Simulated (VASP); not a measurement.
# HRh6 in VASP: a series of runs

HRh6 is run at these levels: PBE; tasks: single point.

Everything below comes from runs of VASP 6.6.1. Logs are shortened: lines on timing, memory, paths and dates and some standing lists are left out, and cuts for length are marked.

### 1 The cell of the first run

The cell holds a slab with vacuum, 14 atoms: a = 5.417 Å, b = 5.417 Å, c = 22.297 Å, α = 90.00°, β = 90.00°, γ = 120.00°.

### 2 Single point, PBE

INCAR reads:

```
SYSTEM = HRh6
PREC = Accurate
ENCUT = 520
EDIFF = 1E-6
ISMEAR = 0
SIGMA = 0.1
LREAL = .False.
LASPH = .True.
NELM = 80
ALGO = Fast
ISIF = 2
LWAVE = .False.
LCHARG = .False.
LDIPOL = .True.
IDIPOL = 3
DIPOL = 0.5 0.5 0.299
GGA = PE
NBANDS = 104
```

KPOINTS reads:

```
regular mesh
0
Gamma
  6 6 1
  0 0 0
```

POSCAR reads:

```
HRh6
1.0
    5.4165863251      0.0000000000      0.0000000000
   -2.7082931626      4.6909013593      0.0000000000
    0.0000000000      0.0000000000     22.2966119230
Rh H
12 2
Direct
    0.3333333333      0.1666666667      0.1793994538
    0.3333333333      0.6666666667      0.1793994538
    0.8333333333      0.1666666667      0.1793994538
    0.8333333333      0.6666666667      0.1793994538
    0.1666666667      0.3333333333      0.2757769167
    0.1666666667      0.8333333333      0.2757769167
    0.6666666667      0.3333333333      0.2757769167
    0.6666666667      0.8333333333      0.2757769167
    0.0000000000      0.0000000000      0.3721019118
    0.0000000000      0.5000000000      0.3721019118
    0.5000000000      0.0000000000      0.3721019118
    0.5000000000      0.5000000000      0.3721019118
    0.2010222061      0.4020444122      0.4353402192
    0.2989777939      0.5979555878      0.4353402192
```

Potentials or basis: VASP PAW PBE potentials, release 64 (Rh_pv, H).

The run is started by

```sh
$ cat potpaw_PBE.64/Rh_pv/POTCAR potpaw_PBE.64/H/POTCAR > POTCAR
$ mpirun -np 1 vasp_std > vasp.out
```

OUTCAR:

```text
SYSTEM = HRh6
   PREC = Accurate
   ENCUT = 520
   EDIFF = 1E-6
   ISMEAR = 0
   LREAL = .False.
   LASPH = .True.
   NELM = 80
   ISIF = 2
   GGA = PE

 ion  position               nearest neighbor table
   1  0.333  0.167  0.179-   5 2.66   7 2.66   6 2.66   4 2.71   4 2.71   3 2.71   3 2.71   2 2.71
                             2 2.71
   2  0.333  0.667  0.179-   6 2.66   8 2.66   5 2.66   3 2.71   3 2.71   4 2.71   4 2.71   1 2.71
                             1 2.71
   3  0.833  0.167  0.179-   7 2.66   5 2.66   8 2.66   2 2.71   2 2.71   1 2.71   1 2.71   4 2.71
                             4 2.71
   4  0.833  0.667  0.179-   8 2.66   6 2.66   7 2.66   1 2.71   1 2.71   2 2.71   2 2.71   3 2.71
                             3 2.71
   5  0.167  0.333  0.276-  12 2.66   9 2.66  10 2.66   1 2.66   3 2.66   2 2.66   8 2.71   8 2.71
                             7 2.71   7 2.71   6 2.71   6 2.71
   6  0.167  0.833  0.276-  11 2.66  10 2.66   9 2.66   2 2.66   4 2.66   1 2.66   7 2.71   7 2.71
                             8 2.71   8 2.71   5 2.71   5 2.71
   7  0.667  0.333  0.276-  10 2.66  11 2.66  12 2.66   3 2.66   1 2.66   4 2.66   6 2.71   6 2.71
                             5 2.71   5 2.71   8 2.71   8 2.71
   8  0.667  0.833  0.276-   9 2.66  12 2.66  11 2.66   4 2.66   2 2.66   3 2.66   5 2.71   5 2.71
                             6 2.71   6 2.71   7 2.71   7 2.71
   9  0.000  0.000  0.372-   8 2.66   5 2.66   6 2.66  12 2.71  12 2.71  11 2.71  11 2.71  10 2.71
                            10 2.71
  10  0.000  0.500  0.372-  14 2.01  13 2.01   7 2.66   6 2.66   5 2.66  11 2.71  11 2.71  12 2.71
                            12 2.71   9 2.71   9 2.71
  11  0.500  0.000  0.372-   6 2.66   7 2.66   8 2.66  10 2.71  10 2.71   9 2.71   9 2.71  12 2.71
                            12 2.71
  12  0.500  0.500  0.372-  13 2.01  14 2.01   5 2.66   8 2.66   7 2.66   9 2.71   9 2.71  10 2.71
                            10 2.71  11 2.71  11 2.71
  13  0.201  0.402  0.435-  12 2.01  10 2.01
  14  0.299  0.598  0.435-  10 2.01  12 2.01

  LATTYP: Found a hexagonal cell.
 ALAT       =     5.4165863251
 C/A-ratio  =     4.1163586408

  Lattice vectors:

 A1 = (   5.4165863251,   0.0000000000,   0.0000000000)
 A2 = (  -2.7082931626,   4.6909013593,   0.0000000000)
 A3 = (   0.0000000000,   0.0000000000,  22.2966119230)

Analysis of symmetry for initial positions (statically):
=====================================================================
 Subroutine PRICEL returns:
 Original cell was already a primitive cell.

 Routine SETGRP: Setting up the symmetry group for a
 hexagonal supercell.

 Subroutine GETGRP returns: Found  2 space group operations
 (whereof  2 operations were pure point group operations)
 out of a pool of 24 trial point group operations.

The static configuration has the point symmetry C_1h.
[... 152 lines left out ...]
   AEXX    =    0.0000 exact exchange contribution
   IVDW    =     0    specifies the selected vdW correction
   LEPSILON=     F    determine dielectric tensor
   LRPA    =     F    only Hartree local field effects (RPA)
 non-spin polarized calculation
 RMM-DIIS sequential band-by-band and
 Gauss-broadening in eV      SIGMA  =   0.10
  energy-cutoff  :      520.00
  volume of cell :      566.53
 maximum number of plane-waves:     15300
   NGX = 21   NGY = 21   NGZ = 83

 dipolmoment           0.000000      0.000000      0.028772 electrons x Angstroem

 number of electron     182.0000012 magnetization

 dipolmoment           0.000000      0.000000     -0.060355 electrons x Angstroem

 Free energy of the ion-electron system (eV)
  ---------------------------------------------------
  ext. energy  EPLUGINS =         0.00000000
  ---------------------------------------------------
  free energy    TOTEN  =       -87.46151904 eV

  energy without entropy =      -87.35620029  energy(sigma->0) =      -87.40885967

 E-fermi :   0.1689     XC(G=0):  -5.0385

 val. band max:        0.1575831351   @ k =   0.3333   0.3333   0.0000
 cond. band min:       0.1711303925   @ k =   0.0000   0.1667   0.0000
 fundamental gap:      0.0135472574
 Fermi energy:         0.1688909809

 k-point     1 :       0.0000    0.0000    0.0000
  band No.  band energies     occupation
      1     -46.9431      2.00000
      2     -46.9406      2.00000
      3     -46.9185      2.00000
      4     -46.8688      2.00000
      5     -46.7965      2.00000
      6     -46.7662      2.00000
[... 1367 lines left out ...]
    102       0.7745      0.00000
    103       1.8172      0.00000
 [bands above 103 left out]

------------------------ aborting loop because EDIFF is reached ----------------------------------------

 vacuum level on the upper side and lower side of the slab       (xc-potential included)        -0.345         0.084

  FORCE on cell =-STRESS in cart. coord.  units (eV):
  Direction    XX          YY          ZZ          XY          YZ          ZX
  --------------------------------------------------------------------------------------
  -------------------------------------------------------------------------------------
  Total       -5.1715512     -3.9075013      0.3183806      0.0000000     -0.2817148      0.0000000
  in kB      -14.6254948    -11.0506765      0.9004017      0.0000000     -0.7967085      0.0000000
  external PRESSURE =      -8.2585899 kB  Pullay stress =       0.0000000 kB

 VOLUME and BASIS-vectors are now :
 -----------------------------------------------------------------------------
  energy-cutoff  :      520.00
  volume of cell :      566.53
      direct lattice vectors                 reciprocal lattice vectors
     5.416586325  0.000000000  0.000000000     0.184618123  0.106589323  0.000000000
    -2.708293163  4.690901359  0.000000000     0.000000000  0.213178646  0.000000000
     0.000000000  0.000000000 22.296611923     0.000000000  0.000000000  0.044849863

 POSITION                                       TOTAL-FORCE (eV/Angst)
 -----------------------------------------------------------------------------------
      1.35415      0.78182      4.00000        -0.037406      0.031650     -0.093318
     -0.00000      3.12727      4.00000         0.000000     -0.050263     -0.068912
      4.06244      0.78182      4.00000         0.037406      0.031650     -0.093318
      2.70829      3.12727      4.00000         0.000000     -0.004884     -0.016418
      0.00000      1.56363      6.14889         0.000000     -0.085737     -0.218899
     -1.35415      3.90908      6.14889        -0.071972      0.042368     -0.127339
      2.70829      1.56363      6.14889        -0.000000      0.113516      0.413299
      1.35415      3.90908      6.14889         0.071972      0.042368     -0.127339
      0.00000      0.00000      8.29661         0.000000     -0.194578     -0.046960
     -1.35415      2.34545      8.29661        -0.083996     -0.088106      0.535139
      2.70829      0.00000      8.29661        -0.000000      0.253764     -0.077505
      1.35415      2.34545      8.29661         0.083996     -0.088106      0.535139
     -0.00000      1.88595      9.70661         0.000000     -0.233694     -0.319767
     -0.00000      2.80495      9.70661        -0.000000      0.230051     -0.293803
 -----------------------------------------------------------------------------------
    total drift:                                0.000000      0.000029      0.001639

  FREE ENERGIE OF THE ION-ELECTRON SYSTEM (eV)
  ---------------------------------------------------
  free  energy   TOTEN  =       -87.4615190398 eV

  energy  without entropy=      -87.3562002906  energy(sigma->0) =      -87.40885967

 vacuum level on the upper side and lower side of the slab         4.653         5.088
```

stdout:

```text
POSCAR found type information on POSCAR RhH
 POSCAR found :  2 types and      14 ions
 scaLAPACK will be used
 LDA part: xc-table for (Slater+PW92), standard interpolation
 POSCAR, INCAR and KPOINTS ok, starting setup
 FFT: planning ... GRIDC
 FFT: planning ... GRID_SOFT
 FFT: planning ... GRID
 WAVECAR not read
 entering main loop
```

Wall time 37 min (1 thread of Oxide Virtual Turin-like, shared host); peak memory 0.85 GiB.

What came out:

```yaml
Free_energy: -87.4615 eV
Largest_force: 0.549 eV/Å
Band_gap_on_the_k_mesh: zero (bands 91 and 92 overlap by 0.83 eV)
```

Forces on the atoms (eV/Å):
```
Rh  -0.037  0.032 -0.093
Rh   0.000 -0.050 -0.069
Rh   0.037  0.032 -0.093
Rh   0.000 -0.005 -0.016
Rh   0.000 -0.086 -0.219
Rh  -0.072  0.042 -0.127
Rh   0.000  0.114  0.413
Rh   0.072  0.042 -0.127
Rh   0.000 -0.195 -0.047
Rh  -0.084 -0.088  0.535
Rh   0.000  0.254 -0.078
Rh   0.084 -0.088  0.535
H    0.000 -0.234 -0.320
H    0.000  0.230 -0.294
```

Levels at points of the mesh, in eV from the Fermi level:
| k point | band 90 | band 91 | band 92 | band 93 | band 94 | band 95 |
| --- | --- | --- | --- | --- | --- | --- |
| (0.00, 0.00, 0.00) | 0.38 | 0.46 | 0.51 | 0.52 | 0.52 | 0.87 |
| (0.50, 0.00, 0.00) | -0.48 | -0.38 | -0.36 | -0.35 | -0.19 | 0.17 |
| (0.00, 0.50, 0.00) | -0.49 | -0.39 | -0.36 | -0.33 | -0.19 | 0.18 |

### 3 Single point, PBE

INCAR reads:

```
SYSTEM = HRh6
PREC = Accurate
ENCUT = 520
EDIFF = 1E-6
ISMEAR = 0
SIGMA = 0.1
LREAL = .False.
LASPH = .True.
NELM = 60
ALGO = Fast
ISIF = 2
LWAVE = .False.
LCHARG = .True.
LDIPOL = .True.
IDIPOL = 3
DIPOL = 0.5 0.5 0.294
GGA = PE
LELF = .True.
LVHAR = .True.
LVACPOTAV = .True.
NBANDS = 104
```

KPOINTS reads:

```
Automatic mesh
0
Gamma
  6 6 1
  0 0 0
```

Edit POSCAR of step 2 so:

```diff
@@ -20,3 +20,3 @@
     0.5000000000      0.5000000000      0.3721019118
-    0.2010222061      0.4020444122      0.4353402192
-    0.2989777939      0.5979555878      0.4353402192
+    0.1514581709      0.3029163418      0.4066363066
+    0.3485418291      0.6970836582      0.4066363066
```

Potentials or basis: VASP PAW PBE potentials, release 64 (Rh_pv, H).

The run is started by

```sh
$ cat potpaw_PBE.64/Rh_pv/POTCAR potpaw_PBE.64/H/POTCAR > POTCAR
$ mpirun -np 1 vasp_std > vasp.out
```

It took 61 min on 1 thread of Oxide Virtual Turin-like, shared host; peak memory 0.86 GiB.

It converged, with:

| Quantity | Value |
| --- | --- |
| Free energy | -87.8786 eV |
| Largest force | 1.676 eV/Å |
| Band gap on the k mesh | zero (bands 91 and 92 overlap by 0.89 eV) |

Forces on the atoms (eV/Å):
```
Rh  -0.058 -0.009 -0.014
Rh   0.000 -0.048 -0.063
Rh   0.058 -0.009 -0.014
Rh   0.000  0.094 -0.024
Rh   0.000 -0.073 -0.499
Rh   0.001  0.060 -0.304
Rh   0.000  0.041 -0.262
Rh  -0.001  0.060 -0.304
Rh   0.000 -1.631 -0.367
Rh  -1.111  0.035  0.079
Rh   0.000  1.591 -0.528
Rh   1.111  0.035  0.079
H    0.000  0.474  1.060
H    0.000 -0.621  1.162
```

Levels at points of the mesh, in eV from the Fermi level:
| k point | band 89 | band 90 | band 91 | band 92 | band 93 | band 94 | band 95 | band 96 |
| --- | --- | --- | --- | --- | --- | --- | --- | --- |
| (0.00, 0.00, 0.00) | 0.31 | 0.36 | 0.49 | 0.50 | 0.52 | 0.62 | 0.72 | 0.76 |
| (0.50, 0.00, 0.00) | -0.59 | -0.51 | -0.44 | -0.40 | -0.28 | -0.14 | 0.18 | 0.23 |
| (0.00, 0.50, 0.00) | -0.60 | -0.46 | -0.41 | -0.37 | -0.24 | -0.19 | 0.20 | 0.21 |

### 4 Single point, PBE

INCAR reads:

```
ALGO = Fast ; DIPOL = 0.5 0.5 0.297
EDIFF = 1E-6 ; ENCUT = 520
GGA = PE ; IDIPOL = 3
ISIF = 2 ; ISMEAR = 0
LASPH = T ; LCHARG = F
LDIPOL = T ; LREAL = F
LWAVE = F ; NBANDS = 104
NELM = 60 ; PREC = Accurate
SIGMA = 0.1
```

KPOINTS reads:

```
k-points
0
Gamma
  6 6 1
```

Edit POSCAR of step 3 so:

```diff
@@ -20,3 +20,3 @@
     0.5000000000      0.5000000000      0.3721019118
-    0.1514581709      0.3029163418      0.4066363066
-    0.3485418291      0.6970836582      0.4066363066
+    0.1087691471      0.2175382941      0.4209882629
+    0.3912308529      0.7824617059      0.4209882629
```

The run is started by

```sh
$ cat potpaw_PBE.64/Rh_pv/POTCAR potpaw_PBE.64/H/POTCAR > POTCAR
$ mpirun -np 1 vasp_std > vasp.out
```

Wall time 51 min (1 thread of Oxide Virtual Turin-like, shared host); peak memory 0.85 GiB.

It converged, with:

```
Free energy            : -87.6403 eV
Largest force          : 2.508 eV/Å
Band gap on the k mesh : zero (bands 91 and 92 overlap by 0.89 eV)
```

Forces in eV/Å, atoms in the order of the input:
```
Rh  -0.040 -0.025  0.014
Rh   0.000 -0.095 -0.194
Rh   0.040 -0.025  0.014
Rh   0.000  0.232 -0.188
Rh   0.000 -0.086 -0.204
Rh   0.047  0.011 -0.185
Rh   0.000  0.187 -0.196
Rh  -0.047  0.011 -0.185
Rh   0.000 -1.641 -1.247
Rh  -0.275  0.023  0.146
Rh   0.000  1.517 -1.419
Rh   0.275  0.023  0.146
H    0.000  1.609  1.695
H    0.000 -1.743  1.803
```

Levels at points of the mesh, in eV from the Fermi level:
```tsv
k point	band 89	band 90	band 91	band 92	band 93	band 94	band 95	band 96
(0.00, 0.00, 0.00)	0.34	0.39	0.51	0.52	0.55	0.74	0.80	0.86
(0.50, 0.00, 0.00)	-0.72	-0.52	-0.41	-0.38	-0.32	-0.16	0.19	0.24
(0.00, 0.50, 0.00)	-0.58	-0.41	-0.37	-0.37	-0.35	-0.19	0.12	0.25
```

(Continued in part 2 of 2.)

The gap in the log of VASP goes by the Fermi energy; the results here count the filled bands.